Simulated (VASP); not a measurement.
Set up this calculation in VASP 6.6.1, as the native input.

| Item | Value |
| --- | --- |
| Task | single point |
| Functional | PBE |
| Potentials or basis | VASP PAW PBE potentials, release 64 (Mg, O) |
| Cutoff | 600 eV |
| k mesh | 6 × 6 × 6 |
| Occupations | methfessel-paxton, width 0.2 eV |
| Spin | no spin polarisation |
| Dipole correction | no |
| Further INCAR settings | ALGO = Normal; EDIFF = 1e-06; NBANDS = 11 |

The structure of MgO lies in POSCAR:

```
MgO
1.0
    2.6233491285      0.0000000000      0.0000000000
    0.0000000000      2.6233491285      0.0000000000
    0.0000000000      0.0000000000      2.6233491285
Mg O
1 1
Direct
    0.0000000000      0.0000000000      0.0000000000
    0.5000000000      0.5000000000      0.5000000000
```

These files were run (other wordings do the same):

INCAR

```
SYSTEM = MgO
PREC     = Accurate       ! precision mode
ENCUT    = 600            ! plane-wave cutoff, eV
EDIFF    = 1E-6           ! SCF threshold, eV
ISMEAR   = 1              ! smearing method
SIGMA    = 0.2            ! smearing width, eV
LREAL    = .False.        ! projectors in reciprocal space
LASPH    = .True.         ! aspherical terms in the spheres
NELM     = 120            ! most SCF steps
ALGO     = Normal         ! electronic algorithm
ISIF     = 2              ! what is computed and relaxed
LWAVE    = .False.        ! write WAVECAR
LCHARG   = .True.         ! write CHGCAR
GGA      = PE             ! functional
LELF     = .True.         ! ELF
LVHAR    = .True.       
NBANDS   = 11             ! bands
GGA_COMPAT= .False.
```

KPOINTS

```
regular mesh
0
Gamma
  6 6 6
  0 0 0
```

Potentials or basis: VASP PAW PBE potentials, release 64 (Mg, O).

Command:

```console
$ cat potpaw_PBE.64/Mg/POTCAR potpaw_PBE.64/O/POTCAR > POTCAR
$ mpirun -np 1 vasp_std > vasp.out
```

Results of the run:

```yaml
Pressure: 5.2 GPa
Band_gap_on_the_k_mesh: 2.62 eV, indirect (least direct gap 3.64 eV)
```

Wall time 3.3 s on 1 thread of Intel(R) Xeon(R) 6975P-C (Granite Rapids), with other jobs on the host, peak memory 0.14 GiB.
